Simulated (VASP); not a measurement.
HgTe: single point with PBEsol

HgTe:

```
Hg Te
1.0
     0.00000    3.20106    3.20106
     3.20106    0.00000    3.20106
     3.20106    3.20106    0.00000
Hg Te
1 1
Direct
  0.00000 0.00000 0.00000
  0.50000 0.50000 0.50000
```

This cell differs from its parent crystal: volume scaled by 1.02.

| Quantity | Value |
| --- | --- |
| Program | VASP 6.6.1 |
| Task | single point |
| Functional | PBEsol |
| Potentials or basis | VASP PAW PBE potentials, release 64 (Hg, Te) |
| Cutoff | 520 eV |
| k mesh | 7 × 7 × 7 |
| Occupations | fermi-dirac, width 0.05 eV |
| Spin | no spin polarisation |

| Quantity | Value |
| --- | --- |
| Pressure | -6.8 GPa |
| Band gap on the k mesh | zero (band 9 reaches 2.90 eV, above the bottom of band 10 at 1.04 eV) |

Levels at points of the mesh, in eV from the Fermi level:
| k point | band 7 | band 8 | band 9 | band 10 | band 11 | band 12 |
| --- | --- | --- | --- | --- | --- | --- |
| (0.00, 0.00, 0.00) | -1.52 | -0.54 | -0.54 | -0.54 | 7.35 | 7.35 |

It took 20 s on 1 thread of Intel(R) Xeon(R) 6975P-C (Granite Rapids), on a shared host, peak memory 0.2 GiB.

Caveat: the PAW data sets were made with another functional, which shifts forces and pressure a little; spin-orbit coupling is left out, which moves the levels of the heavy elements.
